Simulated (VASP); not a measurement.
The system is TaI.

```
CELL_PARAMETERS angstrom
6.23587 0.00000 0.00000
-3.11794 5.40042 0.00000
0.00000 0.00000 5.03121
ATOMIC_POSITIONS crystal
Ta 0.50000 0.00000 0.00000
Ta 0.50000 0.50000 0.00000
Ta 0.00000 0.50000 0.00000
I 0.00000 0.00000 0.00000
I 0.33333 0.66667 0.50000
I 0.66667 0.33333 0.50000
```

```yaml
Program: VASP 6.6.1
Task: relaxation of cell and atoms
Functional: PBE
Potentials_or_basis: VASP PAW PBE potentials, release 64 (Ta_pv, I)
Cutoff: 600 eV
k_mesh: 3 × 3 × 4
Occupations: gaussian, width 0.1 eV
Spin: no spin polarisation
```

At the start: pressure -6.3 GPa; volume 28.24 Å³/atom.

Task: Where does the relaxation end?

Result: Over 6 steps the energy falls by 81.1 meV/atom and the volume is 25.94 Å³/atom (-8.2 %); space group P6/mmm (No. 191, to 0.05 Å).

The path:
| step | energy change (eV) | largest force (eV/Å) | pressure (GPa) | volume (Å³) |
| --- | --- | --- | --- | --- |
| 1 | 0.0000 | 0.0000 | -6.29 | 169.43 |
| 2 | -0.1694 | 0.0000 | 8.16 | 143.40 |
| 3 | -0.4729 | 0.0000 | 0.50 | 154.15 |
| 4 | -0.4729 | 0.0000 | 0.67 | 153.85 |
| 5 | -0.4862 | 0.0000 | 0.20 | 155.37 |
| 6 | -0.4864 | 0.0000 | 0.14 | 155.61 |

Final structure:
```
Ta I
1.0
     5.93912    0.00000    0.00000
    -2.96956    5.14343    0.00000
     0.00000    0.00000    5.09414
Ta I
3 3
Direct
  0.50000 0.00000 0.00000
  0.50000 0.50000 0.00000
  0.00000 0.50000 0.00000
  0.00000 0.00000 0.00000
  0.33333 0.66667 0.50000
  0.66667 0.33333 0.50000
```

Caveat: the k points lie up to 0.41 Å⁻¹ apart in the final cell.
